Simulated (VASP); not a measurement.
# TePb (Fm-3m) in VASP: a series of runs

TePb is run at these levels: PBE; tasks: single point.

All numbers are computed with VASP 6.6.1; they aren't measurements. Logs are shortened: lines on timing, memory, paths and dates and some standing lists are left out, and cuts for length are marked.

## 1. The cell of the first run

The structure is cubic, space group Fm-3m (No. 225). The conventional cell has a = 6.316 Å, b = 6.316 Å, c = 6.316 Å, α = 90.00°, β = 90.00°, γ = 90.00°. Te (site symmetry m-3m) has 6 Pb at 3.16 Å within 4.2 Å. Within 4.2 Å of Pb (site symmetry m-3m) lie 6 Te at 3.16 Å.

## 2. Single point, PBE

File INCAR:

```
SYSTEM = TePb
PREC     = Accurate       ! precision mode
ENCUT    = 520            ! plane-wave cutoff, eV
EDIFF    = 1E-6           ! SCF threshold, eV
ISMEAR   = 0              ! smearing method
SIGMA    = 0.01           ! smearing width, eV
LREAL    = .FALSE.        ! projectors in reciprocal space
LASPH    = .TRUE.         ! aspherical terms in the spheres
NELM     = 100            ! most SCF steps
ALGO     = Normal         ! electronic algorithm
ISIF     = 2              ! what is computed and relaxed
LWAVE    = .FALSE.        ! write WAVECAR
LCHARG   = .FALSE.        ! write CHGCAR
GGA      = PE             ! functional
NBANDS   = 17             ! bands
```

File KPOINTS:

```
regular mesh
0
G
  6 6 6
  0 0 0
```

File POSCAR:

```
TePb
1.0
    0.0000000000      3.1580961058      3.1580961058
    3.1580961058      0.0000000000      3.1580961058
    3.1580961058      3.1580961058      0.0000000000
Te Pb
1 1
Direct
    0.5000000000      0.5000000000      0.5000000000
    0.0000000000      0.0000000000      0.0000000000
```

Potentials or basis: VASP PAW PBE potentials, release 64 (Te, Pb_d).

The run is started by

```sh
> cat potpaw_PBE.64/Te/POTCAR potpaw_PBE.64/Pb_d/POTCAR > POTCAR
> mpirun -np 1 vasp_std > vasp.out
```

OUTCAR:

```text
SYSTEM = TePb
   PREC = Accurate
   ENCUT = 520
   EDIFF = 1E-6
   ISMEAR = 0
   LREAL = .FALSE.
   LASPH = .TRUE.
   NELM = 100
   ISIF = 2
   GGA = PE

 ion  position               nearest neighbor table
   1  0.500  0.500  0.500-   2 3.16   2 3.16   2 3.16   2 3.16   2 3.16   2 3.16
   2  0.000  0.000  0.000-   1 3.16   1 3.16   1 3.16   1 3.16   1 3.16   1 3.16

  LATTYP: Found a face centered cubic cell.
 ALAT       =     6.3161922116

  Lattice vectors:

 A1 = (   0.0000000000,   3.1580961058,   3.1580961058)
 A2 = (   3.1580961058,   0.0000000000,   3.1580961058)
 A3 = (   3.1580961058,   3.1580961058,   0.0000000000)

Analysis of symmetry for initial positions (statically):
=====================================================================
 Subroutine PRICEL returns:
 Original cell was already a primitive cell.

 Routine SETGRP: Setting up the symmetry group for a
 face centered cubic supercell.

 Subroutine GETGRP returns: Found 48 space group operations
 (whereof 48 operations were pure point group operations)
 out of a pool of 48 trial point group operations.

The static configuration has the point symmetry O_h .

Analysis of symmetry for dynamics (positions and initial velocities):
=====================================================================
 Subroutine PRICEL returns:
 Original cell was already a primitive cell.

 Routine SETGRP: Setting up the symmetry group for a
 face centered cubic supercell.

 Subroutine GETGRP returns: Found 48 space group operations
 (whereof 48 operations were pure point group operations)
 out of a pool of 48 trial point group operations.

The dynamic configuration has the point symmetry O_h .

 Subroutine INISYM returns: Found 48 space group operations
 (whereof 48 operations are pure point group operations),
 and found     1 'primitive' translations

----------------------------------------------------------------------------------------

                                     Primitive cell

  volume of cell :      62.9950

  direct lattice vectors                    reciprocal lattice vectors
     0.000000000  3.158096106  3.158096106    -0.158323238  0.158323238  0.158323238
     3.158096106  0.000000000  3.158096106     0.158323238 -0.158323238  0.158323238
     3.158096106  3.158096106  0.000000000     0.158323238  0.158323238 -0.158323238

  length of vectors
     4.466222344  4.466222344  4.466222344     0.274223891  0.274223891  0.274223891

  position of ions in fractional coordinates (direct lattice)
[... 70 lines left out ...]
   EDIFF  = 0.1E-05   stopping-criterion for ELM
   LREAL  =      F    real-space projection
   EDIFFG = 0.1E-04   stopping-criterion for IOM
   NSW    =      0    number of steps for IOM
   IBRION =     -1    ionic relax: 0-MD 1-quasi-New 2-CG
   NFREE  =      0    steps in history (QN), initial steepest desc. (CG)
   ISIF   =      2    stress and relaxation
   ISYM   =      2    0-nonsym 1-usesym 2-fastsym
   POTIM  = 0.5000    time-step for ionic-motion
   TEBEG  =    0.0;   TEEND  =   0.0 temperature during run
   PSTRESS=    0.0 pullay stress
   NELECT =      20.0000    total number of electrons
   NUPDOWN=      -1.0000    fix difference up-down
   EMIN   =  10.00;   EMAX   =-10.00  energy-range for DOS
   EFERMI =   0.00;   METHOD = LEGACY
   ISMEAR =     0;   SIGMA  =   0.01  broadening in eV -4-tet -1-fermi 0-gaus
   EFERMI_NEDOS =   21; number of points for ismear=-14 and -15
   IALGO  =     38    algorithm
   IMIX   =      4    mixing-type and parameters
     AMIX     =   0.40;   BMIX     =  1.00
     AMIX_MAG =   1.60;   BMIX_MAG =  1.00
  volume/ion in A,a.u.               =      31.50       212.56
  Fermi-wavevector in a.u.,A,eV,Ry     =   1.116819  2.110482 16.970341  1.247285
  Thomas-Fermi vector in A             =   2.253436
   LORBIT       =      0    0 simple, 1 ext, 2 COOP (PROOUT), +10 PAW based schemes
   GGA     = PE    functional components
   LHFCALC =     F    Hartree Fock is set to
   AEXX    =    0.0000 exact exchange contribution
   IVDW    =     0    specifies the selected vdW correction
   LEPSILON=     F    determine dielectric tensor
   LRPA    =     F    only Hartree local field effects (RPA)
 non-spin polarized calculation
 Gauss-broadening in eV      SIGMA  =   0.01
  energy-cutoff  :      520.00
  volume of cell :       62.99
 maximum number of plane-waves:      1714
 NGX is ok and might be reduce to    36
   NGX = 17   NGY = 17   NGZ = 17

 number of electron      19.9999998 magnetization

 Free energy of the ion-electron system (eV)
  ---------------------------------------------------
  ext. energy  EPLUGINS =         0.00000000
  ---------------------------------------------------
  free energy    TOTEN  =        -7.39227908 eV

  energy without entropy =       -7.39227908  energy(sigma->0) =       -7.39227908

 E-fermi :   6.6275     XC(G=0):  -9.6132

 val. band max:        6.5700615350   @ k =   0.5000   0.0000   0.0000
 cond. band min:       7.1426207630   @ k =   0.5000   0.0000   0.0000
 fundamental gap:      0.5725592280
 Fermi energy:         6.6275193445

 k-point     1 :       0.0000    0.0000    0.0000
  band No.  band energies     occupation
      1     -10.3097      2.00000
      2     -10.3097      2.00000
      3     -10.2946      2.00000
      4     -10.2946      2.00000
      5     -10.2946      2.00000
      6      -6.0723      2.00000
[... 297 lines left out ...]
      4     -10.2728      2.00000
      5     -10.2601      2.00000
      6      -3.9911      2.00000
[... 9 lines left out ...]
     16      17.5189      0.00000
     17      18.1573      0.00000

------------------------ aborting loop because EDIFF is reached ----------------------------------------

  FORCE on cell =-STRESS in cart. coord.  units (eV):
  Direction    XX          YY          ZZ          XY          YZ          ZX
  --------------------------------------------------------------------------------------
  -------------------------------------------------------------------------------------
  Total        2.3237695      2.3237695      2.3237695      0.0000000      0.0000000     -0.0000000
  in kB       59.1013776     59.1013776     59.1013776      0.0000000      0.0000000     -0.0000000
  external PRESSURE =      59.1013776 kB  Pullay stress =       0.0000000 kB

 VOLUME and BASIS-vectors are now :
 -----------------------------------------------------------------------------
  energy-cutoff  :      520.00
  volume of cell :       62.99
      direct lattice vectors                 reciprocal lattice vectors
     0.000000000  3.158096106  3.158096106    -0.158323238  0.158323238  0.158323238
     3.158096106  0.000000000  3.158096106     0.158323238 -0.158323238  0.158323238
     3.158096106  3.158096106  0.000000000     0.158323238  0.158323238 -0.158323238

 POSITION                                       TOTAL-FORCE (eV/Angst)
 -----------------------------------------------------------------------------------
      3.15810      3.15810      3.15810         0.000000     -0.000000      0.000000
      0.00000      0.00000      0.00000        -0.000000      0.000000     -0.000000
 -----------------------------------------------------------------------------------
    total drift:                               -0.000000      0.000000      0.000000

  FREE ENERGIE OF THE ION-ELECTRON SYSTEM (eV)
  ---------------------------------------------------
  free  energy   TOTEN  =        -7.3922790792 eV

  energy  without entropy=       -7.3922790792  energy(sigma->0) =       -7.39227908
```

Wall time 17 s (1 thread of Intel Xeon Platinum 8259CL at 2.50GHz (Skylake/Cascade Lake), shared host); peak memory 0.2 GiB.

What came out:

```yaml
Free_energy: -7.3923 eV
Pressure: 5.9 GPa
Band_gap_on_the_k_mesh: 0.57 eV, direct
```

Levels at points of the mesh, in eV from the valence-band top:
| k point | band 8 | band 9 | band 10 | band 11 | band 12 | band 13 |
| --- | --- | --- | --- | --- | --- | --- |
| (0.00, 0.00, 0.00) | -1.64 | -1.64 | -1.64 | 4.12 | 4.12 | 4.12 |
| (0.50, 0.00, 0.00) | -1.13 | -1.13 | 0.00 | 0.57 | 1.06 | 1.06 |
| (0.50, 0.50, 0.00) | -5.09 | -3.24 | -3.24 | 2.95 | 5.70 | 5.70 |

Caveat: spin-orbit coupling is left out, which moves the levels of the heavy elements. A k mesh can miss the band edges.

## 3. Single point, PBE

This run uses another cell than the first one, of 30.58 Å³/atom, 0.971 times its volume.

File INCAR:

```
SYSTEM = TePb
  PREC = Accurate
  ENCUT = 520
  EDIFF = 1E-6
  ISMEAR = 0
  SIGMA = 0.01
  LREAL = .False.
  LASPH = .True.
  NELM = 80
  ALGO = Normal
  ISIF = 2
  LWAVE = .False.
  LCHARG = .False.
  GGA = PE
  NBANDS = 17
```

File KPOINTS:

```
regular mesh
0
Gamma
  6 6 6
  0 0 0
```

File POSCAR:

```
TePb
1.0
    0.0000000000      3.1270036864      3.1270036864
    3.1270036864      0.0000000000      3.1270036864
    3.1270036864      3.1270036864      0.0000000000
Te Pb
1 1
Direct
    0.5000000000      0.5000000000      0.5000000000
    0.0000000000      0.0000000000      0.0000000000
```

Potentials or basis: VASP PAW PBE potentials, release 64 (Te, Pb_d).

The run is started by

```sh
> cat potpaw_PBE.64/Te/POTCAR potpaw_PBE.64/Pb_d/POTCAR > POTCAR
> mpirun -np 1 vasp_std > vasp.out
```

Wall time 18 s (1 thread of Intel Xeon Platinum 8259CL at 2.50GHz (Skylake/Cascade Lake), shared host); peak memory 0.2 GiB.

The run converged. Its results:

| Item | Value |
| --- | --- |
| Free energy | -7.3123 eV |
| Pressure | 7.9 GPa |
| Band gap on the k mesh | 0.49 eV, direct |

Levels at points of the mesh, in eV from the valence-band top:
```csv
k point,band 8,band 9,band 10,band 11,band 12,band 13
"(0.00, 0.00, 0.00)",-1.78,-1.78,-1.78,4.13,4.13,4.13
"(0.50, 0.00, 0.00)",-1.25,-1.25,0.00,0.49,0.96,0.96
"(0.50, 0.50, 0.00)",-5.36,-3.44,-3.44,2.79,5.80,5.80
```

Caveat: spin-orbit coupling is left out, which moves the levels of the heavy elements. A k mesh can miss the band edges.

## 4. Single point, PBE

This run uses another cell than the first one, of 32.55 Å³/atom, 1.033 times its volume.

File INCAR:

```
SYSTEM = TePb
  ALGO = Normal
  EDIFF = 1E-7
  ENCUT = 520
  GGA = PE
  ISIF = 2
  ISMEAR = 0
  LASPH = .TRUE.
  LCHARG = .FALSE.
  LREAL = .FALSE.
  LWAVE = .FALSE.
  NBANDS = 17
  NELM = 100
  PREC = Accurate
  SIGMA = 0.01
```

File KPOINTS:

```
k-points
0
G
  6 6 6
  0 0 0
```

File POSCAR:

```
TePb
1.0
    0.0000000000      3.1928649365      3.1928649365
    3.1928649365      0.0000000000      3.1928649365
    3.1928649365      3.1928649365      0.0000000000
Te Pb
1 1
Direct
    0.5000000000      0.5000000000      0.5000000000
    0.0000000000      0.0000000000      0.0000000000
```

The run is started by

```sh
> cat potpaw_PBE.64/Te/POTCAR potpaw_PBE.64/Pb_d/POTCAR > POTCAR
> mpirun -np 1 vasp_std > vasp.out
```

Wall time 18 s (1 thread of Intel Xeon Platinum 8259CL at 2.50GHz (Skylake/Cascade Lake), shared host); peak memory 0.2 GiB.

It converged, with:

```yaml
Free_energy: -7.4574 eV
Pressure: 4.0 GPa
Band_gap_on_the_k_mesh: 0.65 eV, direct
```

Levels at points of the mesh, in eV from the valence-band top:
```
           k point  band 7  band 8  band 9  band 10  band 11  band 12  band 13  band 14
(0.00, 0.00, 0.00)   -5.51   -1.50   -1.50    -1.50     4.10     4.10     4.10     5.70
(0.50, 0.00, 0.00)   -8.80   -1.01   -1.01     0.00     0.65     1.17     1.17     8.42
(0.50, 0.50, 0.00)   -7.36   -4.80   -3.02    -3.02     3.12     5.59     5.59     6.91
```

Caveat: spin-orbit coupling is left out, which moves the levels of the heavy elements. A k mesh can miss the band edges.

## 5. The runs side by side

| cell | gap on the mesh (eV) | pressure (GPa) |
| --- | --- | --- |
| a = 4.466 Å, angles 60.0°, 2 atoms | 0.57 | 5.9 |
| a = 4.422 Å, angles 60.0°, 2 atoms | 0.49 | 7.9 |
| a = 4.515 Å, angles 60.0°, 2 atoms | 0.65 | 4.0 |

Alike in all rows: task single point; level PBE; potentials or basis VASP PAW PBE potentials, release 64 (Te, Pb_d); no spin polarisation; k mesh 6 × 6 × 6; cutoff (eV) 520; smearing gaussian 0.01 eV.

Caveats: spin-orbit coupling is left out, which moves the levels of the heavy elements.

Absolute energies hang on the potentials; compare differences alone.
